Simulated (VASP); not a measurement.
Runs of VASP 6.6.1 on NaLa. Symmetry: P-6m2, No. 187, hexagonal system. The conventional cell has a = 3.606 Å, b = 3.606 Å, c = 6.484 Å, α = 90.00°, β = 90.00°, γ = 120.00°. Within 4.7 Å of Na (site symmetry -6m2) lie 6 Na at 3.61 Å and 6 La at 3.85 Å. La (site symmetry -6m2) has 6 La at 3.61 Å and 6 Na at 3.85 Å within 4.7 Å. 

```csv
k mesh,gap on the mesh (eV),pressure (GPa)
4 × 4 × 2,none,-0.4
7 × 7 × 3,none,-0.2
3 × 3 × 2,none,(a)
5 × 5 × 2,none,(b)
6 × 6 × 3,none,0.4
```

Alike in all rows: task single point; level r2SCAN; potentials or basis VASP PAW PBE potentials, release 64 (Na_pv, La); no spin polarisation; cell as given; cutoff (eV) 550; smearing fermi-dirac 0.1 eV.

Problem. Estimate the missing entries.

Solution. (a) -2.3; (b) -0.1.

Caveats: some runs use coarse meshes; the PAW data sets were made with another functional, which shifts forces and pressure a little; spin-orbit coupling is left out, which moves the levels of the heavy elements.

A k mesh can miss the band edges, and the runs leave out spin-orbit coupling on La.

A gap of «none» marks levels without a gap at the run's occupations.
